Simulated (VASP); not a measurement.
A run of VASP 6.6.1:

The input INCAR:

```
  PREC = Accurate
  ENCUT = 520
  EDIFF = 1E-6
  ISMEAR = -1
  SIGMA = 0.08
  LREAL = False
  LASPH = True
  NELM = 60
  ALGO = Normal
  ISIF = 2
  LWAVE = False
  LCHARG = True
  GGA = PE
  LELF = True
  LVHAR = True
  NBANDS = 18
```

KPOINTS

```
Automatic mesh
0
Gamma
  14 14 14
```

File POSCAR:

```
Sc
1.0
   -2.2332106334      2.2332106334      1.3654179664
    2.2332106334     -2.2332106334      1.3654179664
    2.2332106334      2.2332106334     -1.3654179664
Sc
2
Direct
   -0.3750000000     -0.1250000000     -0.2500000000
    0.3750000000      0.1250000000      0.2500000000
```

Potentials or basis: VASP PAW PBE potentials, release 64 (Sc_sv).

The run is started by

```bash
$ cat potpaw_PBE.64/Sc_sv/POTCAR > POTCAR
$ mpirun -np 1 vasp_std > vasp.out
```

Hardware: 1 thread of Intel(R) Xeon(R) 6975P-C (Granite Rapids) (shared host).

Estimate the wall time of this run.

Run time: 54 s on 1 thread of Intel(R) Xeon(R) 6975P-C (Granite Rapids) (shared host), peak memory 0.23 GiB. Counts: scf iterations 12, k points 244.
